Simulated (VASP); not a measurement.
The system is AlP3.

```
Al P
1.0
     4.02521    0.00000    0.00000
     0.00000    4.02521    0.00000
     0.00000    0.00000    4.02521
Al P
1 3
Direct
  0.00000 0.00000 0.00000
  0.00000 0.50000 0.50000
  0.50000 0.00000 0.50000
  0.50000 0.50000 0.00000
```

```yaml
Program: VASP 6.6.1
Task: relaxation of cell and atoms
Functional: PBE
Potentials_or_basis: VASP PAW PBE potentials, release 64 (Al, P)
Cutoff: 600 eV
k_mesh: 10 × 10 × 10
Occupations: gaussian, width 0.1 eV
Spin: no spin polarisation
```

At the start: pressure -5.8 GPa; volume 16.30 Å³/atom.

**Question.** How do energy, volume and symmetry change on relaxing?

**Answer.** Over 3 steps the energy falls by 24.5 meV/atom and the volume is 15.04 Å³/atom (-7.8 %); space group Pm-3m (No. 221, to 0.05 Å).

Step by step:
```
step  energy change (eV)  largest force (eV/Å)  pressure (GPa)  volume (Å³)
   1              0.0000                0.0000           -5.78        65.22
   2             -0.0976                0.0000            0.48        59.82
   3             -0.0981                0.0000            0.01        60.15
```

Final structure:
```
Al P
1.0
     3.91803    0.00000    0.00000
     0.00000    3.91803    0.00000
     0.00000    0.00000    3.91803
Al P
1 3
Direct
  0.00000 0.00000 0.00000
  0.00000 0.50000 0.50000
  0.50000 0.00000 0.50000
  0.50000 0.50000 0.00000
```
